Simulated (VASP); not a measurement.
# BN (P6_3/mmc) in VASP: a series of runs

Runs on BN. Level: LDA. Tasks: single point.

Program: VASP 6.6.1. These are calculated values, not measurements. Logs are shortened: lines on timing, memory, paths and dates and some standing lists are left out, and cuts for length are marked.

**1. The cell of the first run**

The structure is hexagonal, space group P6_3/mmc (No. 194). Conventional cell: a = 2.528 Å, b = 2.528 Å, c = 6.597 Å, α = 90.00°, β = 90.00°, γ = 120.00°. Within 1.9 Å of B (site symmetry -6m2) lie 3 N at 1.46 Å. N (site symmetry -6m2) has 3 B at 1.46 Å within 1.9 Å.

**2. Single point, LDA (volume 9.125 Å^3 an atom, c/a of the conventional cell 2.6103)**

Input file INCAR:

```
PREC = Accurate
ENCUT = 520
EDIFF = 1E-6
ISMEAR = 0
SIGMA = 0.05
LREAL = F
LASPH = T
NELM = 100
ALGO = Normal
ISIF = 2
LWAVE = F
LCHARG = T
GGA = CA
LELF = T
LVHAR = T
NBANDS = 16
```

Input file KPOINTS:

```
regular mesh
0
Gamma
  12 12 4
```

Input file POSCAR:

```
BN
1.0
    2.5275062017      0.0000000000      0.0000000000
   -1.2637531008      2.1888845789      0.0000000000
    0.0000000000      0.0000000000      6.5974753007
B N
2 2
Direct
    0.3333333333      0.6666666667      0.2500000000
    0.6666666667      0.3333333333      0.7500000000
    0.3333333333      0.6666666667      0.7500000000
    0.6666666667      0.3333333333      0.2500000000
```

Potentials or basis: VASP PAW LDA potentials, release 64 (B, N).

Started as:

```bash
$ cat potpaw_LDA.64/B/POTCAR potpaw_LDA.64/N/POTCAR > POTCAR
$ mpirun -np 1 vasp_std > vasp.out
```

OUTCAR:

```text
PREC = Accurate
   ENCUT = 520
   EDIFF = 1E-6
   ISMEAR = 0
   LREAL = F
   LASPH = T
   NELM = 100
   ISIF = 2
   GGA = CA

 ion  position               nearest neighbor table
   1  0.333  0.667  0.250-   4 1.46   4 1.46   4 1.46
   2  0.667  0.333  0.750-   3 1.46   3 1.46   3 1.46
   3  0.333  0.667  0.750-   2 1.46   2 1.46   2 1.46
   4  0.667  0.333  0.250-   1 1.46   1 1.46   1 1.46

  LATTYP: Found a hexagonal cell.
 ALAT       =     2.5275062017
 C/A-ratio  =     2.6102706677

  Lattice vectors:

 A1 = (   2.5275062017,   0.0000000000,   0.0000000000)
 A2 = (  -1.2637531008,   2.1888845789,   0.0000000000)
 A3 = (   0.0000000000,   0.0000000000,   6.5974753007)

Analysis of symmetry for initial positions (statically):
=====================================================================
 Subroutine PRICEL returns:
 Original cell was already a primitive cell.

 Routine SETGRP: Setting up the symmetry group for a
 hexagonal supercell.

 Subroutine GETGRP returns: Found 24 space group operations
 (whereof 12 operations were pure point group operations)
 out of a pool of 24 trial point group operations.

The static configuration has the point symmetry D_3d.
 The point group associated with its full space group is D_6h.

Analysis of symmetry for dynamics (positions and initial velocities):
=====================================================================
 Subroutine PRICEL returns:
 Original cell was already a primitive cell.

 Routine SETGRP: Setting up the symmetry group for a
 hexagonal supercell.

 Subroutine GETGRP returns: Found 24 space group operations
 (whereof 12 operations were pure point group operations)
 out of a pool of 24 trial point group operations.

The dynamic configuration has the point symmetry D_3d.
 The point group associated with its full space group is D_6h.

 Subroutine INISYM returns: Found 24 space group operations
 (whereof 12 operations are pure point group operations),
 and found     1 'primitive' translations

----------------------------------------------------------------------------------------

                                     Primitive cell

  volume of cell :      36.5000

  direct lattice vectors                    reciprocal lattice vectors
     2.527506202  0.000000000  0.000000000     0.395646903  0.228426846  0.000000000
    -1.263753101  2.188884579  0.000000000     0.000000000  0.456853691  0.000000000
     0.000000000  0.000000000  6.597475301     0.000000000  0.000000000  0.151573133

  length of vectors
     2.527506202  2.527506202  6.597475301     0.456853691  0.456853691  0.151573133

  position of ions in fractional coordinates (direct lattice)
     0.333333333  0.666666667  0.250000000
     0.666666667  0.333333333  0.750000000
     0.333333333  0.666666667  0.750000000
     0.666666667  0.333333333  0.250000000

  ion indices of the primitive-cell ions
   primitive index   ion index
                 1           1
                 2           2
                 3           3
                 4           4

----------------------------------------------------------------------------------------

 KPOINTS: regular mesh

Automatic generation of k-mesh.
 Grid dimensions read from file:
 generate k-points for:   12   12    4

 Generating k-lattice:

  Cartesian coordinates                     Fractional coordinates (reciprocal lattice)
     0.032970575  0.019035570  0.000000000     0.083333333 -0.000000000  0.000000000
     0.000000000  0.038071141  0.000000000     0.000000000  0.083333333  0.000000000
     0.000000000  0.000000000  0.037893283     0.000000000  0.000000000  0.250000000

  Length of vectors
     0.038071141  0.038071141  0.037893283

  Shift w.r.t. Gamma in fractional coordinates (k-lattice)
     0.000000000  0.000000000  0.000000000

 Subroutine IBZKPT returns following result:
 ===========================================

 Found     57 irreducible k-points:

 Following reciprocal coordinates:
            Coordinates               Weight
  0.000000  0.000000  0.000000      1.000000
  0.083333 -0.000000  0.000000      6.000000
  0.166667  0.000000  0.000000      6.000000
  0.250000  0.000000  0.000000      6.000000
  0.333333 -0.000000  0.000000      6.000000
  0.416667 -0.000000  0.000000      6.000000
[... 16 lines left out ...]
  0.250000  0.000000  0.250000     12.000000
  0.333333 -0.000000  0.250000     12.000000
 [... further k-points ...]
   k-points           NKPTS =     57   k-points in BZ     NKDIM =     57   number of bands    NBANDS=     16
   number of dos      NEDOS =    301   number of ions     NIONS =      4
   total plane-waves  NPLWV =  20000
   dimension x,y,z NGX =    20 NGY =   20 NGZ =   50
   dimension x,y,z NGXF=    40 NGYF=   40 NGZF=  100
   ions per type =               2   2
   NGX,Y,Z   is equivalent  to a cutoff of  13.15, 13.15, 12.60 a.u.
   NGXF,Y,Z  is equivalent  to a cutoff of  26.31, 26.31, 25.20 a.u.
 SYSTEM =  unknown system
   PREC   = accura    normal or accurate (medium, high low for compatibility)
   ISTART =      0    job   : 0-new  1-cont  2-samecut
   ICHARG =      2    charge: 1-file 2-atom 10-const
   ISPIN  =      1    spin polarized calculation?
   LNONCOLLINEAR =      F non collinear calculations
   LSORBIT =      F    spin-orbit coupling
   LASPH  =      T    aspherical Exc in radial PAW
   ENCUT  =  520.0 eV  38.22 Ry    6.18 a.u.   4.70  4.70 12.27*2*pi/ulx,y,z
   NELM   =    100;   NELMIN=  2; NELMDL= -5     # of ELM steps
   EDIFF  = 0.1E-05   stopping-criterion for ELM
   LREAL  =      F    real-space projection
   EDIFFG = 0.1E-04   stopping-criterion for IOM
   NSW    =      0    number of steps for IOM
   IBRION =     -1    ionic relax: 0-MD 1-quasi-New 2-CG
   NFREE  =      0    steps in history (QN), initial steepest desc. (CG)
   ISIF   =      2    stress and relaxation
   ISYM   =      2    0-nonsym 1-usesym 2-fastsym
   POTIM  = 0.5000    time-step for ionic-motion
   TEBEG  =    0.0;   TEEND  =   0.0 temperature during run
   PSTRESS=    0.0 pullay stress
   NELECT =      16.0000    total number of electrons
   NUPDOWN=      -1.0000    fix difference up-down
   EMIN   =  10.00;   EMAX   =-10.00  energy-range for DOS
   EFERMI =   0.00;   METHOD = LEGACY
   ISMEAR =     0;   SIGMA  =   0.05  broadening in eV -4-tet -1-fermi 0-gaus
   EFERMI_NEDOS =   21; number of points for ismear=-14 and -15
   IALGO  =     38    algorithm
   IMIX   =      4    mixing-type and parameters
     AMIX     =   0.40;   BMIX     =  1.00
     AMIX_MAG =   1.60;   BMIX_MAG =  1.00
  volume/ion in A,a.u.               =       9.13        61.58
  Fermi-wavevector in a.u.,A,eV,Ry     =   1.243609  2.350080 21.042273  1.546563
  Thomas-Fermi vector in A             =   2.377912
   LORBIT       =      0    0 simple, 1 ext, 2 COOP (PROOUT), +10 PAW based schemes
   GGA     = CA    functional components
   LHFCALC =     F    Hartree Fock is set to
   AEXX    =    0.0000 exact exchange contribution
   IVDW    =     0    specifies the selected vdW correction
   LEPSILON=     F    determine dielectric tensor
   LRPA    =     F    only Hartree local field effects (RPA)
 non-spin polarized calculation
 Gauss-broadening in eV      SIGMA  =   0.05
  energy-cutoff  :      520.00
  volume of cell :       36.50
 maximum number of plane-waves:       997
 NGX is ok and might be reduce to    20
   NGX =  9   NGY =  9   NGZ = 25

 number of electron      16.0000003 magnetization

 Free energy of the ion-electron system (eV)
  ---------------------------------------------------
  ext. energy  EPLUGINS =         0.00000000
  ---------------------------------------------------
  free energy    TOTEN  =       -38.52850391 eV

  energy without entropy =      -38.52850391  energy(sigma->0) =      -38.52850391

 E-fermi :   2.3102     XC(G=0): -10.5020

 val. band max:        2.0925865585   @ k =   0.3333   0.2500   0.0000
 cond. band min:       6.1023143379   @ k =   0.5000   0.0000   0.0000
 fundamental gap:      4.0097277794
 Fermi energy:         2.3102404983

 k-point     1 :       0.0000    0.0000    0.0000
  band No.  band energies     occupation
      1     -15.3548      2.00000
      2     -15.0210      2.00000
      3      -4.1452      2.00000
      4      -1.8405      2.00000
      5       0.7053      2.00000
      6       0.7053      2.00000
[... 8 lines left out ...]
     15      13.9769      0.00000
     16      14.6132      0.00000

 k-point     2 :       0.0833   -0.0000    0.0000
  band No.  band energies     occupation
      1     -15.2213      2.00000
      2     -14.8926      2.00000
      3      -3.9613      2.00000
      4      -1.6771      2.00000
      5       0.1638      2.00000
      6       0.2017      2.00000
[... 8 lines left out ...]
     15      14.1280      0.00000
     16      14.4554      0.00000

 k-point     3 :       0.1667    0.0000    0.0000
  band No.  band energies     occupation
      1     -14.8274      2.00000
      2     -14.5147      2.00000
      3      -3.4158      2.00000
      4      -1.2132      2.00000
      5      -1.1969      2.00000
      6      -1.1665      2.00000
[... 8 lines left out ...]
     15      15.5352      0.00000
     16      15.5365      0.00000

 k-point     4 :       0.2500    0.0000    0.0000
  band No.  band energies     occupation
      1     -14.1992      2.00000
      2     -13.9144      2.00000
      3      -2.9667      2.00000
      4      -2.8960      2.00000
      5      -2.5327      2.00000
      6      -0.8834      2.00000
[... 8 lines left out ...]
     15      17.0659      0.00000
     16      17.6029      0.00000
[... 324 lines left out ...]
 k-point    22 :       0.1667    0.0000    0.2500
  band No.  band energies     occupation
      1     -14.7843      2.00000
      2     -14.5633      2.00000
      3      -3.1506      2.00000
      4      -1.6314      2.00000
      5      -1.1990      2.00000
      6      -1.1399      2.00000
[... 8 lines left out ...]
     15      15.4254      0.00000
     16      15.5156      0.00000

 k-point    23 :       0.2500    0.0000    0.2500
  band No.  band energies     occupation
      1     -14.1597      2.00000
      2     -13.9584      2.00000
      3      -2.9755      2.00000
      4      -2.9146      2.00000
      5      -2.2532      2.00000
      6      -0.8740      2.00000
[... 8 lines left out ...]
     15      17.6196      0.00000
     16      17.7071      0.00000

 k-point    24 :       0.3333   -0.0000    0.2500
  band No.  band energies     occupation
      1     -13.3672      2.00000
      2     -13.1979      2.00000
      3      -4.7072      2.00000
      4      -4.6404      2.00000
      5      -1.4876      2.00000
      6      -1.4382      2.00000
[... 8 lines left out ...]
     15      18.3438      0.00000
     16      20.0641      0.00000

 [... further k-points ...]

------------------------ aborting loop because EDIFF is reached ----------------------------------------

  FORCE on cell =-STRESS in cart. coord.  units (eV):
  Direction    XX          YY          ZZ          XY          YZ          ZX
  --------------------------------------------------------------------------------------
  -------------------------------------------------------------------------------------
  Total       -3.5154534     -3.5154534     -0.1464893     -0.0000000      0.0000000      0.0000000
  in kB     -154.3117725   -154.3117725     -6.4301877     -0.0000000      0.0000000      0.0000000
  external PRESSURE =    -105.0179109 kB  Pullay stress =       0.0000000 kB

 VOLUME and BASIS-vectors are now :
 -----------------------------------------------------------------------------
  energy-cutoff  :      520.00
  volume of cell :       36.50
      direct lattice vectors                 reciprocal lattice vectors
     2.527506202  0.000000000  0.000000000     0.395646903  0.228426846  0.000000000
    -1.263753101  2.188884579  0.000000000     0.000000000  0.456853691  0.000000000
     0.000000000  0.000000000  6.597475301     0.000000000  0.000000000  0.151573133

 POSITION                                       TOTAL-FORCE (eV/Angst)
 -----------------------------------------------------------------------------------
     -0.00000      1.45926      1.64937        -0.000000     -0.000000      0.000000
      1.26375      0.72963      4.94811         0.000000      0.000000      0.000000
     -0.00000      1.45926      4.94811        -0.000000      0.000000      0.000000
      1.26375      0.72963      1.64937         0.000000     -0.000000      0.000000
 -----------------------------------------------------------------------------------
    total drift:                               -0.000000      0.000000     -0.000000

  FREE ENERGIE OF THE ION-ELECTRON SYSTEM (eV)
  ---------------------------------------------------
  free  energy   TOTEN  =       -38.5285039126 eV

  energy  without entropy=      -38.5285039126  energy(sigma->0) =      -38.52850391
```

Wall time 40 s (1 thread of Intel Xeon 8259CL, shared host); peak memory 0.15 GiB.

Results:

- Free energy: -38.5285 eV
- Pressure: -10.5 GPa
- Band gap on the k mesh: 4.01 eV, indirect (least direct gap 4.41 eV)

Stress tensor (GPa, compression positive):
```
-15.43   0.00   0.00
  0.00 -15.43   0.00
  0.00   0.00  -0.64
```

 A k mesh can miss the band edges.

**3. Single point, LDA (volume 9.125 Å^3 an atom, c/a of the conventional cell 2.8746)**

Input file INCAR:

```
SYSTEM = BN
PREC     = Accurate       ! precision mode
ENCUT    = 520            ! plane-wave cutoff, eV
EDIFF    = 1E-7           ! SCF threshold, eV
ISMEAR   = 0              ! smearing method
SIGMA    = 0.05           ! smearing width, eV
LREAL    = .FALSE.        ! projectors in reciprocal space
LASPH    = .TRUE.         ! aspherical terms in the spheres
NELM     = 60             ! most SCF steps
ALGO     = Normal         ! electronic algorithm
ISIF     = 2              ! what is computed and relaxed
LWAVE    = .FALSE.        ! write WAVECAR
LCHARG   = .FALSE.        ! write CHGCAR
NBANDS   = 16             ! bands
```

Input file KPOINTS:

```
Automatic mesh
0
G
  12 12 4
  0 0 0
```

Input file POSCAR:

```
BN
1.0
    2.4475313905      0.0000000000      0.0000000000
   -1.2237656953      2.1196243608      0.0000000000
    0.0000000000      0.0000000000      7.0356737352
B N
2 2
Direct
    0.3333333333      0.6666666667      0.2500000000
    0.6666666667      0.3333333333      0.7500000000
    0.3333333333      0.6666666667      0.7500000000
    0.6666666667      0.3333333333      0.2500000000
```

Potentials or basis: VASP PAW LDA potentials, release 64 (B, N).

Started as:

```bash
$ cat potpaw_LDA.64/B/POTCAR potpaw_LDA.64/N/POTCAR > POTCAR
$ mpirun -np 1 vasp_std > vasp.out
```

It took 45 s on 1 thread of Intel Xeon 8259CL, shared host; peak memory 0.14 GiB.

Results (log left out):

```
Free energy            : -38.4885 eV
Pressure               : 12.6 GPa
Band gap on the k mesh : 4.27 eV, indirect (least direct gap 4.68 eV)
```

Stress tensor (GPa, compression positive):
```
19.59  0.00  0.00
 0.00 19.59  0.00
 0.00  0.00 -1.47
```

Levels at points of the mesh, in eV from the valence-band top:
| k point | band 6 | band 7 | band 8 | band 9 | band 10 | band 11 |
| --- | --- | --- | --- | --- | --- | --- |
| (0.00, 0.00, 0.00) | -1.26 | -1.25 | -1.25 | 4.53 | 9.39 | 12.02 |
| (0.50, 0.00, 0.00) | -4.23 | -1.38 | -0.64 | 4.27 | 5.42 | 10.01 |
| (0.00, 0.00, 0.50) | -1.26 | -1.26 | -1.26 | 6.66 | 6.66 | 12.06 |
| (0.50, 0.00, 0.50) | -4.25 | -1.00 | -1.00 | 4.70 | 4.70 | 10.55 |

 A k mesh can miss the band edges.
